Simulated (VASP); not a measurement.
O, 2 atoms in the cell. It takes space group R-3m (No. 166, trigonal). Conventional cell: a = 3.422 Å, b = 3.422 Å, c = 11.621 Å, α = 90.00°, β = 90.00°, γ = 120.00°. O (site symmetry 3m) has 1 O at 1.22 Å within 1.6 Å. 

| Quantity | Value |
| --- | --- |
| Program | VASP 6.6.1 |
| Task | single point |
| Functional | PBE |
| Dispersion | D3(BJ) |
| Potentials or basis | VASP PAW PBE potentials, release 64 (O) |
| Cutoff | 520 eV |
| k mesh | 12 × 12 × 12 |
| Occupations | gaussian, width 0.1 eV |
| Spin | collinear spin, ferromagnetic start |
| Starting moments | [0.58, 0.58] μB |
| Dipole correction | no |
| Further INCAR settings | ALGO = Normal; EDIFF = 1e-07; NBANDS = 17 |

Potentials or basis: VASP PAW PBE potentials, release 64 (O).

Launch:

```console
$ cat potpaw_PBE.64/O/POTCAR > POTCAR
$ mpirun -np 1 vasp_std > vasp.out
```

Hardware: 1 thread of Intel(R) Xeon(R) 6975P-C (Granite Rapids), with other jobs on the host.

Task: Estimate the wall time of this run.

Result: It took 84 s on 1 thread of Intel(R) Xeon(R) 6975P-C (Granite Rapids) (shared host), peak memory 0.31 GiB. Counts: scf iterations 15, k points 189.
